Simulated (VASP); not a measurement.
Set up this calculation in VASP 6.6.1, as the native input.

* Task: single point
* Functional: PBEsol
* Potentials or basis: VASP PAW PBE potentials, release 64 (Ge_d)
* Cutoff: 520 eV
* k mesh: 10 × 10 × 10
* Occupations: gaussian, width 0.1 eV
* Spin: no spin polarisation
* Dipole correction: no
* Further INCAR settings: ALGO = Normal; EDIFF = 1e-07; NBANDS = 21

The structure of Ge lies in POSCAR:

```
Ge
1.0
    0.0000000000      2.8662440442      2.8160910551
    2.8662440442      0.0000000000      2.8160910551
    2.8662440442      2.8662440442      0.0000000000
Ge
2
Direct
    0.0000000000      0.0000000000      0.0000000000
    0.2500000000      0.2500000000      0.2500000000
```

This cell differs from its parent crystal: strained cell.

The input as run:

INCAR

```
SYSTEM = Ge
PREC = Accurate
ENCUT = 520
EDIFF = 1E-7
ISMEAR = 0
SIGMA = 0.1
LREAL = .False.
LASPH = .True.
NELM = 60
ALGO = Normal
ISIF = 2
LWAVE = .False.
LCHARG = .False.
GGA = PS
NBANDS = 21
```

KPOINTS

```
Automatic mesh
0
Gamma
  10 10 10
  0 0 0
```

Potentials or basis: VASP PAW PBE potentials, release 64 (Ge_d).

The run is started by

```bash
$ cat potpaw_PBE.64/Ge_d/POTCAR > POTCAR
$ mpirun -np 1 vasp_std > vasp.out
```

It gave:

```
Pressure               : -0.9 GPa
Band gap on the k mesh : 0.10 eV, indirect (least direct gap 0.13 eV)
```

Caveat: the cell differs from its parent crystal (strained cell); the PAW data sets were made with another functional, which shifts forces and pressure a little.

Run time: 49 s on 1 thread of AMD EPYC 9R45 96-Core Processor (Zen 5) (shared host), peak memory 0.19 GiB.
